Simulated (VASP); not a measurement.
Input of a VASP 6.6.1 run:

INCAR

```
SYSTEM = Nb
PREC = Accurate
ENCUT = 520
EDIFF = 1E-6
ISMEAR = -1
SIGMA = 0.1
LREAL = .FALSE.
LASPH = .TRUE.
NELM = 100
ALGO = Normal
ISIF = 2
LWAVE = .FALSE.
LCHARG = .FALSE.
GGA = PS
NBANDS = 12
```

File KPOINTS:

```
Automatic mesh
0
G
  22 22 22
  0 0 0
```

The input POSCAR:

```
Nb
1.0
   -1.6132016354      1.6132016354      1.6132016354
    1.6132016354     -1.6132016354      1.6132016354
    1.6132016354      1.6132016354     -1.6132016354
Nb
1
Direct
    0.0000000000      0.0000000000      0.0000000000
```

Potentials or basis: VASP PAW PBE potentials, release 64 (Nb_sv).

Command:

```sh
$ cat potpaw_PBE.64/Nb_sv/POTCAR > POTCAR
$ mpirun -np 1 vasp_std > vasp.out
```

Q: Predict the pressure.

A: 8.1 GPa.

Caveat: the PAW data sets were made with another functional, which shifts forces and pressure a little.
